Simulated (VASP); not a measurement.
# Ca2Ge3N (P6/mmm) in VASP: further runs

Ca2Ge3N is run at these levels: PBE; tasks: single point, relaxation of cell and atoms.

Program: VASP 6.6.1. These are calculated values, not measurements. Logs are shortened: lines on timing, memory, paths and dates and some standing lists are left out, and cuts for length are marked.

### Step 1. The cell of the first run

It takes space group P6/mmm (No. 191, hexagonal). The conventional cell has a = 5.832 Å, b = 5.832 Å, c = 3.659 Å, α = 90.00°, β = 90.00°, γ = 120.00°. Ca (site symmetry -6m2) has 6 Ge at 2.49 Å and 3 Ca at 3.37 Å and 3 N at 3.37 Å within 3.4 Å. Within 3.3 Å of Ge (site symmetry mmm) lie 4 Ca at 2.49 Å and 4 Ge at 2.92 Å. N (site symmetry 6/mmm) has 6 Ca at 3.37 Å and 12 Ge at 3.44 Å and 2 N at 3.66 Å within 4.4 Å.

The cell was built from a structure type or drawn by symmetry, and may not be a known phase.

### Step 2. Single point, PBE

Contents of INCAR:

```
PREC = Accurate
ENCUT = 520
EDIFF = 1E-6
ISMEAR = 0
SIGMA = 0.1
LREAL = F
LASPH = T
NELM = 80
ALGO = Normal
ISIF = 2
LWAVE = F
LCHARG = F
GGA = PE
NBANDS = 42
```

Contents of KPOINTS:

```
Automatic mesh
0
Gamma
  3 3 6
```

Contents of POSCAR:

```
Ca2Ge3N
1.0
    5.8324084200      0.0000000000      0.0000000000
   -2.9162042100      5.0510138500      0.0000000000
    0.0000000000      0.0000000000      3.6585106200
Ca Ge N
2 3 1
Direct
    0.3333333300      0.6666666700      0.0000000000
    0.6666666700      0.3333333300      0.0000000000
    0.5000000000      0.0000000000      0.5000000000
    0.5000000000      0.5000000000      0.5000000000
    0.0000000000      0.5000000000      0.5000000000
    0.0000000000      0.0000000000      0.0000000000
```

Potentials or basis: VASP PAW PBE potentials, release 64 (Ca_sv, Ge_d, N).

On the command line:

```sh
> cat potpaw_PBE.64/Ca_sv/POTCAR potpaw_PBE.64/Ge_d/POTCAR potpaw_PBE.64/N/POTCAR > POTCAR
> mpirun -np 1 vasp_std > vasp.out
```

OUTCAR:

```text
PREC = Accurate
   ENCUT = 520
   EDIFF = 1E-6
   ISMEAR = 0
   LREAL = F
   LASPH = T
   NELM = 80
   ISIF = 2
   GGA = PE

 ion  position               nearest neighbor table
   1  0.333  0.667  0.000-   3 2.49   3 2.49   5 2.49   5 2.49   4 2.49   4 2.49
   2  0.667  0.333  0.000-   3 2.49   3 2.49   5 2.49   5 2.49   4 2.49   4 2.49
   3  0.500  0.000  0.500-   1 2.49   2 2.49   1 2.49   2 2.49   4 2.92   5 2.92   4 2.92   5 2.92

   4  0.500  0.500  0.500-   1 2.49   2 2.49   1 2.49   2 2.49   3 2.92   3 2.92   5 2.92   5 2.92

   5  0.000  0.500  0.500-   1 2.49   2 2.49   1 2.49   2 2.49   3 2.92   3 2.92   4 2.92   4 2.92

   6  0.000  0.000  0.000-

  LATTYP: Found a hexagonal cell.
 ALAT       =     5.8324084200
 C/A-ratio  =     0.6272727074

  Lattice vectors:

 A1 = (   5.8324084200,   0.0000000000,   0.0000000000)
 A2 = (  -2.9162042100,   5.0510138500,   0.0000000000)
 A3 = (   0.0000000000,   0.0000000000,   3.6585106200)

Analysis of symmetry for initial positions (statically):
=====================================================================
 Subroutine PRICEL returns:
 Original cell was already a primitive cell.

 Routine SETGRP: Setting up the symmetry group for a
 hexagonal supercell.

 Subroutine GETGRP returns: Found 24 space group operations
 (whereof 24 operations were pure point group operations)
 out of a pool of 24 trial point group operations.

The static configuration has the point symmetry D_6h.

Analysis of symmetry for dynamics (positions and initial velocities):
=====================================================================
 Subroutine PRICEL returns:
 Original cell was already a primitive cell.

 Routine SETGRP: Setting up the symmetry group for a
 hexagonal supercell.

 Subroutine GETGRP returns: Found 24 space group operations
 (whereof 24 operations were pure point group operations)
 out of a pool of 24 trial point group operations.

The dynamic configuration has the point symmetry D_6h.

 Subroutine INISYM returns: Found 24 space group operations
 (whereof 24 operations are pure point group operations),
 and found     1 'primitive' translations

----------------------------------------------------------------------------------------

                                     Primitive cell

  volume of cell :     107.7782

  direct lattice vectors                    reciprocal lattice vectors
     5.832408420  0.000000000  0.000000000     0.171455757  0.098990028  0.000000000
    -2.916204210  5.051013850  0.000000000     0.000000000  0.197980055  0.000000000
     0.000000000  0.000000000  3.658510620     0.000000000  0.000000000  0.273335273

  length of vectors
     5.832408420  5.832408414  3.658510620     0.197980055  0.197980055  0.273335273

  position of ions in fractional coordinates (direct lattice)
     0.333333330  0.666666670  0.000000000
     0.666666670  0.333333330  0.000000000
     0.500000000  0.000000000  0.500000000
     0.500000000  0.500000000  0.500000000
     0.000000000  0.500000000  0.500000000
     0.000000000  0.000000000  0.000000000

  ion indices of the primitive-cell ions
   primitive index   ion index
                 1           1
                 2           2
                 3           3
                 4           4
                 5           5
                 6           6

----------------------------------------------------------------------------------------

 KPOINTS: Automatic mesh

Automatic generation of k-mesh.
 Grid dimensions read from file:
 generate k-points for:    3    3    6

 Generating k-lattice:

  Cartesian coordinates                     Fractional coordinates (reciprocal lattice)
     0.057151919  0.032996676  0.000000000     0.333333333  0.000000000  0.000000000
     0.000000000  0.065993352  0.000000000     0.000000000  0.333333333  0.000000000
     0.000000000  0.000000000  0.045555879     0.000000000  0.000000000  0.166666667

  Length of vectors
     0.065993352  0.065993352  0.045555879

  Shift w.r.t. Gamma in fractional coordinates (k-lattice)
     0.000000000  0.000000000  0.000000000

 Subroutine IBZKPT returns following result:
 ===========================================

 Found     12 irreducible k-points:

 Following reciprocal coordinates:
            Coordinates               Weight
  0.000000  0.000000  0.000000      1.000000
  0.333333  0.000000  0.000000      6.000000
  0.333333  0.333333  0.000000      2.000000
  0.000000  0.000000  0.166667      2.000000
  0.333333  0.000000  0.166667     12.000000
  0.333333  0.333333  0.166667      4.000000
  0.000000  0.000000  0.333333      2.000000
  0.333333  0.000000  0.333333     12.000000
  0.333333  0.333333  0.333333      4.000000
  0.000000  0.000000  0.500000      1.000000
  0.333333  0.000000  0.500000      6.000000
  0.333333  0.333333  0.500000      2.000000
   k-points           NKPTS =     12   k-points in BZ     NKDIM =     12   number of bands    NBANDS=     42
   number of dos      NEDOS =    301   number of ions     NIONS =      6
   total plane-waves  NPLWV =  64512
   dimension x,y,z NGX =    48 NGY =   48 NGZ =   28
   dimension x,y,z NGXF=    96 NGYF=   96 NGZF=   56
   ions per type =               2   3   1
   NGX,Y,Z   is equivalent  to a cutoff of  13.68, 13.68, 12.72 a.u.
   NGXF,Y,Z  is equivalent  to a cutoff of  27.36, 27.36, 25.45 a.u.
 SYSTEM =  unknown system
   PREC   = accura    normal or accurate (medium, high low for compatibility)
   ISTART =      0    job   : 0-new  1-cont  2-samecut
   ICHARG =      2    charge: 1-file 2-atom 10-const
   ISPIN  =      1    spin polarized calculation?
   LNONCOLLINEAR =      F non collinear calculations
   LSORBIT =      F    spin-orbit coupling
   LASPH  =      T    aspherical Exc in radial PAW
   ENCUT  =  520.0 eV  38.22 Ry    6.18 a.u.  10.84 10.84  6.80*2*pi/ulx,y,z
   NELM   =     80;   NELMIN=  2; NELMDL= -5     # of ELM steps
   EDIFF  = 0.1E-05   stopping-criterion for ELM
   LREAL  =      F    real-space projection
   EDIFFG = 0.1E-04   stopping-criterion for IOM
   NSW    =      0    number of steps for IOM
   IBRION =     -1    ionic relax: 0-MD 1-quasi-New 2-CG
   NFREE  =      0    steps in history (QN), initial steepest desc. (CG)
   ISIF   =      2    stress and relaxation
   ISYM   =      2    0-nonsym 1-usesym 2-fastsym
   POTIM  = 0.5000    time-step for ionic-motion
   TEBEG  =    0.0;   TEEND  =   0.0 temperature during run
   PSTRESS=    0.0 pullay stress
   NELECT =      67.0000    total number of electrons
   NUPDOWN=      -1.0000    fix difference up-down
   EMIN   =  10.00;   EMAX   =-10.00  energy-range for DOS
   EFERMI =   0.00;   METHOD = LEGACY
   ISMEAR =     0;   SIGMA  =   0.10  broadening in eV -4-tet -1-fermi 0-gaus
   EFERMI_NEDOS =   21; number of points for ismear=-14 and -15
   IALGO  =     38    algorithm
   IMIX   =      4    mixing-type and parameters
     AMIX     =   0.40;   BMIX     =  1.00
     AMIX_MAG =   1.60;   BMIX_MAG =  1.00
  volume/ion in A,a.u.               =      17.96       121.22
  Fermi-wavevector in a.u.,A,eV,Ry     =   1.397192  2.640310 26.560561  1.952146
  Thomas-Fermi vector in A             =   2.520473
   LORBIT       =      0    0 simple, 1 ext, 2 COOP (PROOUT), +10 PAW based schemes
   GGA     = PE    functional components
   LHFCALC =     F    Hartree Fock is set to
   AEXX    =    0.0000 exact exchange contribution
   IVDW    =     0    specifies the selected vdW correction
   LEPSILON=     F    determine dielectric tensor
   LRPA    =     F    only Hartree local field effects (RPA)
 non-spin polarized calculation
 Gauss-broadening in eV      SIGMA  =   0.10
  energy-cutoff  :      520.00
  volume of cell :      107.78
 maximum number of plane-waves:      2930
 NGX is ok and might be reduce to    48
   NGX = 21   NGY = 21   NGZ = 13

 number of electron      67.0000016 magnetization

 Free energy of the ion-electron system (eV)
  ---------------------------------------------------
  ext. energy  EPLUGINS =         0.00000000
  ---------------------------------------------------
  free energy    TOTEN  =       -14.04558597 eV

  energy without entropy =      -14.00634653  energy(sigma->0) =      -14.02596625

 E-fermi :   4.5658     XC(G=0): -10.6160

 val. band max:        4.5219217340   @ k =   0.0000   0.0000   0.1667
 cond. band min:       4.6108176301   @ k =   0.3333   0.0000   0.3333
 fundamental gap:      0.0888958961
 Fermi energy:         4.5658348196

 k-point     1 :       0.0000    0.0000    0.0000
  band No.  band energies     occupation
      1     -34.4852      2.00000
      2     -34.4119      2.00000
      3     -19.9584      2.00000
      4     -19.8196      2.00000
      5     -19.7901      2.00000
      6     -19.7901      2.00000
[... 34 lines left out ...]
     41       9.1550      0.00000
     42       9.3780      0.00000

 k-point     2 :       0.3333    0.0000    0.0000
  band No.  band energies     occupation
      1     -34.4698      2.00000
      2     -34.4275      2.00000
      3     -19.9199      2.00000
      4     -19.8089      2.00000
      5     -19.8010      2.00000
      6     -19.7769      2.00000
[... 34 lines left out ...]
     41       9.4809      0.00000
     42       9.7739      0.00000

 k-point     3 :       0.3333    0.3333    0.0000
  band No.  band energies     occupation
      1     -34.4487      2.00000
      2     -34.4487      2.00000
      3     -19.8654      2.00000
      4     -19.8654      2.00000
      5     -19.7741      2.00000
      6     -19.7656      2.00000
[... 34 lines left out ...]
     41      10.1494      0.00000
     42      10.1494      0.00000

 k-point     4 :       0.0000    0.0000    0.1667
  band No.  band energies     occupation
      1     -34.4774      2.00000
      2     -34.4086      2.00000
      3     -19.9170      2.00000
      4     -19.8281      2.00000
      5     -19.7893      2.00000
      6     -19.7893      2.00000
[... 34 lines left out ...]
     41       9.5767      0.00000
     42      10.0889      0.00000

 k-point     5 :       0.3333    0.0000    0.1667
  band No.  band energies     occupation
      1     -34.4629      2.00000
      2     -34.4232      2.00000
      3     -19.8938      2.00000
      4     -19.8270      2.00000
      5     -19.7953      2.00000
      6     -19.7808      2.00000
[... 34 lines left out ...]
     41      10.1182      0.00000
     42      10.9439      0.00000

 k-point     6 :       0.3333    0.3333    0.1667
  band No.  band energies     occupation
      1     -34.4431      2.00000
      2     -34.4431      2.00000
      3     -19.8600      2.00000
      4     -19.8600      2.00000
      5     -19.7818      2.00000
      6     -19.7683      2.00000
[... 34 lines left out ...]
     41      10.4671      0.00000
     42      10.4672      0.00000

 k-point     7 :       0.0000    0.0000    0.3333
  band No.  band energies     occupation
      1     -34.4617      2.00000
      2     -34.4019      2.00000
      3     -19.8544      2.00000
      4     -19.8271      2.00000
      5     -19.8115      2.00000
      6     -19.8115      2.00000
[... 34 lines left out ...]
     41      10.2585      0.00000
     42      10.6615      0.00000

 k-point     8 :       0.3333    0.0000    0.3333
  band No.  band energies     occupation
      1     -34.4491      2.00000
      2     -34.4146      2.00000
      3     -19.8408      2.00000
      4     -19.8319      2.00000
      5     -19.8073      2.00000
      6     -19.7992      2.00000
[... 34 lines left out ...]
     41       9.7372      0.00000
     42      10.0709      0.00000

 k-point     9 :       0.3333    0.3333    0.3333
  band No.  band energies     occupation
      1     -34.4319      2.00000
      2     -34.4319      2.00000
      3     -19.8350      2.00000
      4     -19.8350      2.00000
      5     -19.8040      2.00000
      6     -19.7690      2.00000
[... 34 lines left out ...]
     41      10.1988      0.00000
     42      10.1990      0.00000

 k-point    10 :       0.0000    0.0000    0.5000
  band No.  band energies     occupation
      1     -34.4539      2.00000
      2     -34.3985      2.00000
      3     -19.8713      2.00000
      4     -19.8254      2.00000
      5     -19.8254      2.00000
      6     -19.7870      2.00000
[... 34 lines left out ...]
     41       9.6019      0.00000
     42      10.5291      0.00000

 k-point    11 :       0.3333    0.0000    0.5000
  band No.  band energies     occupation
      1     -34.4422      2.00000
      2     -34.4103      2.00000
      3     -19.8364      2.00000
      4     -19.8202      2.00000
      5     -19.8132      2.00000
      6     -19.7882      2.00000
[... 34 lines left out ...]
     41       9.7966      0.00000
     42       9.8303      0.00000

 k-point    12 :       0.3333    0.3333    0.5000
  band No.  band energies     occupation
      1     -34.4263      2.00000
      2     -34.4263      2.00000
      3     -19.8154      2.00000
      4     -19.8010      2.00000
      5     -19.8010      2.00000
      6     -19.7883      2.00000
[... 34 lines left out ...]
     41       9.5231      0.00000
     42       9.5231      0.00000

------------------------ aborting loop because EDIFF is reached ----------------------------------------

  FORCE on cell =-STRESS in cart. coord.  units (eV):
  Direction    XX          YY          ZZ          XY          YZ          ZX
  --------------------------------------------------------------------------------------
  -------------------------------------------------------------------------------------
  Total       13.6767829     13.6767828     41.3370828      0.0000000     -0.0000000      0.0000000
  in kB      203.3123347    203.3123341    614.4967633      0.0000000     -0.0000000      0.0000000
  external PRESSURE =     340.3738107 kB  Pullay stress =       0.0000000 kB

 VOLUME and BASIS-vectors are now :
 -----------------------------------------------------------------------------
  energy-cutoff  :      520.00
  volume of cell :      107.78
      direct lattice vectors                 reciprocal lattice vectors
     5.832408420  0.000000000  0.000000000     0.171455757  0.098990028  0.000000000
    -2.916204210  5.051013850  0.000000000     0.000000000  0.197980055  0.000000000
     0.000000000  0.000000000  3.658510620     0.000000000  0.000000000  0.273335273

 POSITION                                       TOTAL-FORCE (eV/Angst)
 -----------------------------------------------------------------------------------
     -0.00000      3.36734      0.00000         0.000000      0.000000     -0.000000
      2.91620      1.68367      0.00000        -0.000000     -0.000000      0.000000
      2.91620      0.00000      1.82926         0.000000      0.000000      0.000000
      1.45810      2.52551      1.82926         0.000000      0.000000      0.000000
     -1.45810      2.52551      1.82926         0.000000      0.000000      0.000000
      0.00000      0.00000      0.00000         0.000000      0.000000      0.000000
 -----------------------------------------------------------------------------------
    total drift:                                0.000000      0.000000     -0.000000

  FREE ENERGIE OF THE ION-ELECTRON SYSTEM (eV)
  ---------------------------------------------------
  free  energy   TOTEN  =       -14.0455859684 eV

  energy  without entropy=      -14.0063465336  energy(sigma->0) =      -14.02596625
```

Wall time 1.9 min (1 thread of Intel Xeon Platinum 8488C (Sapphire Rapids), shared host); peak memory 0.26 GiB.

What came out:

```yaml
Free_energy: -14.0456 eV
Pressure: 34.0 GPa
Band_gap_on_the_k_mesh: zero (an odd number of electrons rules out a gap without spin polarisation)
```

Levels at points of the mesh, in eV from the Fermi level:
| k point | band 29 | band 30 | band 31 | band 32 | band 33 | band 34 | band 35 | band 36 | band 37 | band 38 |
| --- | --- | --- | --- | --- | --- | --- | --- | --- | --- | --- |
| (0.00, 0.00, 0.00) | -2.97 | -2.97 | -0.07 | 0.14 | 0.14 | 0.85 | 0.85 | 1.19 | 2.20 | 4.43 |
| (0.00, 0.00, 0.50) | -2.48 | -2.21 | -2.21 | -1.04 | -1.04 | -0.73 | -0.36 | -0.36 | 4.25 | 4.25 |

Caveat: the k points lie up to 0.41 Å⁻¹ apart, too coarse for converged energies and pressures of a metal.

### Step 3. Single point, PBE

This run uses another cell than the first one, of 21.68 Å³/atom.

Contents of INCAR:

```
SYSTEM = Ca2Ge3N
ALGO = Normal ; EDIFF = 1E-6
ENCUT = 520 ; GGA = PE
ISIF = 2 ; ISMEAR = 0
LASPH = .True. ; LCHARG = .False.
LREAL = .False. ; LWAVE = .False.
NBANDS = 42 ; NELM = 60
PREC = Accurate ; SIGMA = 0.1
```

Contents of KPOINTS:

```
k-points
0
Gamma
  3 3 6
  0 0 0
```

Contents of POSCAR:

```
Ca2Ge3N
1.0
    5.1607083514      0.0000000000      0.0000000000
   -2.5803541757      4.4693045338      0.0000000000
    0.0000000000      0.0000000000      5.6398207331
Ca Ge N
2 3 1
Direct
    0.3333333333      0.6666666667      0.0000000000
    0.6666666667      0.3333333333      0.0000000000
    0.5000000000      0.0000000000      0.5000000000
    0.5000000000      0.5000000000      0.5000000000
    0.0000000000      0.5000000000      0.5000000000
    0.0000000000      0.0000000000      0.0000000000
```

Potentials or basis: VASP PAW PBE potentials, release 64 (Ca_sv, Ge_d, N).

On the command line:

```sh
> cat potpaw_PBE.64/Ca_sv/POTCAR potpaw_PBE.64/Ge_d/POTCAR potpaw_PBE.64/N/POTCAR > POTCAR
> mpirun -np 1 vasp_std > vasp.out
```

Run time: 1.7 min. Hardware: 1 thread of Intel Xeon Platinum 8488C (Sapphire Rapids), shared host; peak memory 0.26 GiB.

The run converged. Its results:

* Free energy: -22.1659 eV
* Pressure: 0.1 GPa
* Band gap on the k mesh: zero (an odd number of electrons rules out a gap without spin polarisation)

Stress tensor (GPa, compression positive):
```
0.05 0.00 0.00
0.00 0.05 0.00
0.00 0.00 0.22
```

Levels at points of the mesh, in eV from the Fermi level:
| k point | band 31 | band 32 | band 33 | band 34 | band 35 | band 36 | band 37 | band 38 |
| --- | --- | --- | --- | --- | --- | --- | --- | --- |
| (0.00, 0.00, 0.00) | -2.44 | -0.73 | -0.73 | 0.10 | 0.10 | 0.19 | 0.99 | 3.12 |
| (0.00, 0.00, 0.50) | -2.11 | -1.37 | -1.37 | -0.53 | 0.96 | 0.96 | 1.94 | 2.53 |

Caveat: the k points lie up to 0.47 Å⁻¹ apart, too coarse for converged energies and pressures of a metal.

(Continued in part 2 of 2.)
